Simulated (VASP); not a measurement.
ScSn3Se, 5 atoms in the cell. The structure is cubic, space group Pm-3m (No. 221). The conventional cell has a = 5.563 Å, b = 5.563 Å, c = 5.563 Å, α = 90.00°, β = 90.00°, γ = 90.00°. Within 3.7 Å of Sc (site symmetry m-3m) lie 6 Sn at 2.78 Å. Within 3.7 Å of Sn (site symmetry 4/mmm) lie 2 Sc at 2.78 Å. Se (site symmetry m-3m) has 12 Sn at 3.93 Å and 8 Sc at 4.82 Å within 5.2 Å. 

* Program: VASP 6.6.1
* Task: single point
* Functional: PBE
* Potentials or basis: VASP PAW PBE potentials, release 64 (Sc_sv, Sn_d, Se)
* Cutoff: 520 eV
* k mesh: 8 × 8 × 8
* Occupations: gaussian, width 0.1 eV
* Spin: no spin polarisation
* Dipole correction: no
* Further INCAR settings: ALGO = Normal; EDIFF = 1e-07; NBANDS = 38

Potentials or basis: VASP PAW PBE potentials, release 64 (Sc_sv, Sn_d, Se).

The run is started by

```console
$ cat potpaw_PBE.64/Sc_sv/POTCAR potpaw_PBE.64/Sn_d/POTCAR potpaw_PBE.64/Se/POTCAR > POTCAR
$ mpirun -np 1 vasp_std > vasp.out
```

Hardware: 1 thread of Intel(R) Xeon(R) 6975P-C (Granite Rapids), on a shared host.

How long does it take, and how much memory?

Run time: 2.3 min on 1 thread of Intel(R) Xeon(R) 6975P-C (Granite Rapids), on a shared host, peak memory 0.39 GiB. Counts: scf iterations 16, k points 35.
